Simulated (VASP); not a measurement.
# BaTiO3 in VASP: a series of runs, part 2 of 2

VASP 6.6.1. The steps go on from the part before.

## (3) Single point, PBEsol

This run uses another cell than the first one, of 12.50 Å³/atom.

File INCAR:

```
PREC = Accurate ; ENCUT = 520
EDIFF = 1E-6 ; ISMEAR = -1
SIGMA = 0.05 ; LREAL = F
LASPH = T ; NELM = 60
ALGO = Normal ; ISIF = 2
LWAVE = F ; LCHARG = T
GGA = PS ; LELF = T
LVHAR = T ; NBANDS = 28
```

File KPOINTS:

```
Automatic mesh
0
Gamma
  7 7 7
```

File POSCAR:

```
BaTiO3
1.0
    3.9669936108      0.0029717436      0.0025017528
    0.0032263526      3.9697242554      0.0031948412
    0.0034992738      0.0032461083      3.9683036029
Ba Ti O
1 1 3
Direct
   -0.0049484497      0.9948148956      0.9949419865
    0.4855306195      0.4849497864      0.4852589264
    0.5049410206      0.5050946595      1.0097819376
    0.5048919369      1.0100051374      0.5049645757
    1.0095848827      0.5051355211      0.5050525637
```

Potentials or basis: VASP PAW PBE potentials, release 64 (Ba_sv, Ti_sv, O).

The run is started by

```
$ cat potpaw_PBE.64/Ba_sv/POTCAR potpaw_PBE.64/Ti_sv/POTCAR potpaw_PBE.64/O/POTCAR > POTCAR
$ mpirun -np 1 vasp_std > vasp.out
```

OUTCAR:

```text
PREC = Accurate
   ENCUT = 520
   EDIFF = 1E-6
   ISMEAR = -1
   LREAL = F
   LASPH = T
   NELM = 60
   ISIF = 2
   GGA = PS

 ion  position               nearest neighbor table
   1  0.995  0.995  0.995-   5 2.75   3 2.75   4 2.75   3 2.80   4 2.80   5 2.80   4 2.81   5 2.81
                             3 2.81   4 2.86   3 2.87   5 2.87   2 3.38   2 3.41   2 3.41   2 3.41
   2  0.486  0.485  0.485-   4 1.89   3 1.89   5 1.89   5 2.08   3 2.08   4 2.09   1 3.38   1 3.41
                             1 3.41   1 3.41   1 3.46   1 3.46   1 3.46   1 3.51
   3  0.505  0.505  0.010-   2 1.89   2 2.08   1 2.75   1 2.80   1 2.81   1 2.87
   4  0.505  0.010  0.505-   2 1.89   2 2.09   1 2.75   1 2.80   1 2.81   1 2.86
   5  0.010  0.505  0.505-   2 1.89   2 2.08   1 2.75   1 2.80   1 2.81   1 2.87

  LATTYP: Found a triclinic cell.
 ALAT       =     3.9697268521
 B/A-ratio  =     1.4128123138
 C/A-ratio  =     0.9993119579
 COS(alpha) =     0.0000352809
 COS(beta)  =     0.0015623628
 COS(gamma) =     0.7066593672

  Lattice vectors:

 A1 = (  -0.0032263526,  -3.9697242554,  -0.0031948412)
 A2 = (   0.0002729212,  -3.9664781471,   3.9651087617)
[... 178 lines left out ...]
  free energy    TOTEN  =       -41.98630989 eV

  energy without entropy =      -41.98630989  energy(sigma->0) =      -41.98630989

 E-fermi :   4.9854     XC(G=0): -11.6441

 val. band max:        3.7927898718   @ k =   0.4286   0.4286   0.4286
 cond. band min:       6.0031585767   @ k =   0.0000   0.0000   0.0000
 fundamental gap:      2.2103687048
 Fermi energy:         4.9853654670

 k-point     1 :       0.0000    0.0000    0.0000
  band No.  band energies     occupation
      1     -52.2008      2.00000
      2     -28.5693      2.00000
      3     -28.5682      2.00000
      4     -28.5634      2.00000
      5     -20.8360      2.00000
      6     -12.9776      2.00000
[... 733 lines left out ...]
     27      12.4220      0.00000
     28      12.8789      0.00000

 [... further k-points ...]
[... 5 lines left out ...]
  --------------------------------------------------------------------------------------
  -------------------------------------------------------------------------------------
  Total        1.5894064      1.5790824      1.5836910     -0.0033889     -0.0046438     -0.0028866
  in kB       40.7492468     40.4845619     40.6027153     -0.0868842     -0.1190591     -0.0740072
  external PRESSURE =      40.6121747 kB  Pullay stress =       0.0000000 kB

 VOLUME and BASIS-vectors are now :
 -----------------------------------------------------------------------------
  energy-cutoff  :      520.00
  volume of cell :       62.49
      direct lattice vectors                 reciprocal lattice vectors
     3.966993611  0.002971744  0.002501753     0.252080357 -0.000204697 -0.000222119
     0.003226353  3.969724255  0.003194841    -0.000188578  0.251906984 -0.000205896
     0.003499274  0.003246108  3.968303603    -0.000158768 -0.000202679  0.251997154

 POSITION                                       TOTAL-FORCE (eV/Angst)
 -----------------------------------------------------------------------------------
      3.95405      3.95533      3.95390         0.018674      0.019702      0.019117
      1.92936      1.92814      1.92842         0.026394      0.028034      0.026981
      2.00476      2.00662      0.04169        -0.008475     -0.008951     -0.028886
      2.00470      0.04286      2.00515        -0.008370     -0.029858     -0.008586
      0.04142      2.00692      2.00584        -0.028222     -0.008927     -0.008626
 -----------------------------------------------------------------------------------
    total drift:                                0.000598      0.000518      0.000566

  FREE ENERGIE OF THE ION-ELECTRON SYSTEM (eV)
  ---------------------------------------------------
  free  energy   TOTEN  =       -41.9863098869 eV

  energy  without entropy=      -41.9863098869  energy(sigma->0) =      -41.98630989
```

Wall time 5.8 min (1 thread of Intel Xeon 8259CL, shared host); peak memory 0.4 GiB.

What came out:

```
Free energy            : -41.9863 eV
Pressure               : 4.1 GPa
Largest force          : 0.047 eV/Å
Band gap on the k mesh : 2.21 eV (least direct gap 2.43 eV)
```

Forces in eV/Å, atoms in the order of the input:
```
Ba   0.019  0.020  0.019
Ti   0.026  0.028  0.027
O   -0.008 -0.009 -0.029
O   -0.008 -0.030 -0.009
O   -0.028 -0.009 -0.009
```

Levels at points of the mesh, in eV from the valence-band top:
| k point | band 17 | band 18 | band 19 | band 20 | band 21 | band 22 | band 23 | band 24 |
| --- | --- | --- | --- | --- | --- | --- | --- | --- |
| (0.00, 0.00, 0.00) | -1.07 | -0.33 | -0.22 | -0.22 | 2.21 | 2.22 | 2.33 | 4.53 |

Caveat: the cell stands under pressure; the PAW data sets were made with another functional, which shifts forces and pressure a little; spin-orbit coupling is left out, which moves the levels of the heavy elements; an odd mesh through Γ misses points on the zone boundary, where band edges can lie.

## (4) Single point, PBEsol

This run uses another cell than the first one, of 12.69 Å³/atom.

File INCAR:

```
ALGO     = Normal         # electronic algorithm
EDIFF    = 1E-6           # SCF threshold, eV
ENCUT    = 520            # plane-wave cutoff, eV
GGA      = PS             # functional
ISIF     = 2              # what is computed and relaxed
ISMEAR   = -1             # smearing method
LASPH    = T              # aspherical terms in the spheres
LCHARG   = F              # write CHGCAR
LREAL    = F              # projectors in reciprocal space
LWAVE    = F              # write WAVECAR
NBANDS   = 28             # bands
NELM     = 100            # most SCF steps
PREC     = Accurate       # precision mode
SIGMA    = 0.05           # smearing width, eV
```

File KPOINTS:

```
k-points
0
Gamma
  7 7 7
```

File POSCAR:

```
BaTiO3
1.0
    3.9852315372      0.0043952060      0.0039239248
    0.0047819163      3.9923692195      0.0048274696
    0.0049003912      0.0048525857      3.9888224700
Ba Ti O
1 1 3
Direct
   -0.0059075832      0.9935326986      0.9938109736
    0.4834194512      0.4821648460      0.4827837703
    0.5055544141      0.5058474644      1.0119886284
    0.5054385048      1.0124708861      0.5055829221
    1.0114952232      0.5059841049      0.5058336956
```

The run is started by

```
$ cat potpaw_PBE.64/Ba_sv/POTCAR potpaw_PBE.64/Ti_sv/POTCAR potpaw_PBE.64/O/POTCAR > POTCAR
$ mpirun -np 1 vasp_std > vasp.out
```

Wall time 5.1 min (1 thread of Intel Xeon 8259CL, shared host); peak memory 0.4 GiB.

Results (log left out):

```yaml
Free_energy: -42.0032 eV
Pressure: 2.0 GPa
Largest_force: 0.055 eV/Å
Band_gap_on_the_k_mesh: 2.31 eV (least direct gap 2.60 eV)
```

Forces on the atoms (eV/Å):
```
Ba   0.021  0.023  0.022
Ti   0.030  0.034  0.032
O   -0.009 -0.010 -0.034
O   -0.009 -0.036 -0.010
O   -0.032 -0.011 -0.010
```

Levels at points of the mesh, in eV from the valence-band top:
```
           k point  band 16  band 17  band 18  band 19  band 20  band 21  band 22  band 23  band 24  band 25
(0.00, 0.00, 0.00)    -1.26    -1.05    -0.42    -0.29    -0.29     2.31     2.33     2.46     4.55     4.55
```

Caveat: the PAW data sets were made with another functional, which shifts forces and pressure a little; spin-orbit coupling is left out, which moves the levels of the heavy elements; an odd mesh through Γ misses points on the zone boundary, where band edges can lie.

## (5) Overview

```csv
cell,gap on the mesh (eV),pressure (GPa),largest force (eV/Å)
"a = 3.941, b = 3.942 Å, 5 atoms, atomic positions A",2.07,7.2,0.03
"a = 3.967, b = 3.970, c = 3.968 Å, angles 89.9°, 5 atoms, atomic positions B",2.21,4.1,0.05
"a = 3.985, b = 3.992, c = 3.989 Å, angles 89.9°, 5 atoms, atomic positions C",2.31,2.0,0.06
```

Alike in all rows: task single point; level PBEsol; potentials or basis VASP PAW PBE potentials, release 64 (Ba_sv, Ti_sv, O); no spin polarisation; k mesh 7 × 7 × 7; cutoff (eV) 520; smearing fermi-dirac 0.05 eV.

Caveats: the PAW data sets were made with another functional, which shifts forces and pressure a little; spin-orbit coupling is left out, which moves the levels of the heavy elements; an odd mesh through Γ misses points on the zone boundary, where band edges can lie; the cell stands under pressure (at least some runs).

Absolute energies hang on the potentials; compare differences alone.
